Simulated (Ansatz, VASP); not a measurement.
InAs in VASP and in Ansatz

File INCAR:

```
SYSTEM = InAs
PREC = Accurate ; ENCUT = 520
EDIFF = 1E-7 ; ISMEAR = 0
SIGMA = 0.1 ; LREAL = .FALSE.
LASPH = .TRUE. ; NELM = 100
ALGO = Normal ; ISIF = 2
LWAVE = .FALSE. ; LCHARG = .FALSE.
GGA = PE ; NBANDS = 16
```

Contents of KPOINTS:

```
regular mesh
0
G
  12 12 12
  0 0 0
```

Contents of POSCAR:

```
InAs
1.0
    0.0000000000      3.0041323200      3.0041323200
    3.0041323200      0.0000000000      3.0041323200
    3.0041323200      3.0041323200      0.0000000000
In As
1 1
Direct
    0.0000000000      0.0000000000      0.0000000000
    0.7500000000      0.7500000000      0.7500000000
```

Input for Ansatz:

```yaml
crystal:
  lattice:
    - [0.0, 3.00413232, 3.00413232]
    - [3.00413232, 0.0, 3.00413232]
    - [3.00413232, 3.00413232, 0.0]
  atoms:
    - { symbol: In, position: [0.0, 0.0, 0.0] }
    - { symbol: As, position: [0.75, 0.75, 0.75] }
basis:
  ecutwfc: 420
kpoints:
  mp_grid: { grid: [12, 12, 12] }
hamiltonian:
  xc: pbe
scf:
  occupations: { method: gaussian, width: 0.1 }
output:
  forces: true
  stress: true
  eigenvalues: true
  populations: true
```

Alike in both runs: task single point; functional PBE; k mesh 12 × 12 × 12; occupations gaussian, width 0.1 eV; no spin polarisation.

|  | VASP | Ansatz |
| --- | --- | --- |
| version | VASP 6.6.1 | Ansatz 0.2.0 |
| potentials or method | VASP PAW PBE potentials, release 64 (In_d, As), cutoff 520 eV | scalar-relativistic, plane waves, PAW |
| valence electrons in the cell | 18 | 28 |

```tsv
	VASP	Ansatz	Ansatz less VASP
gap on the k mesh at the Fermi level (eV)	none	none	-
pressure (GPa)	5.3	5.2	-0.08
```

A gap of «none» marks a metal or a gap that the smearing closes. With one functional, cell and mesh, what is left measures potentials, basis and numerics. VASP's potentials hold 18 valence electrons a cell and Ansatz's 28, so a difference there can come from the potentials and not from the codes.
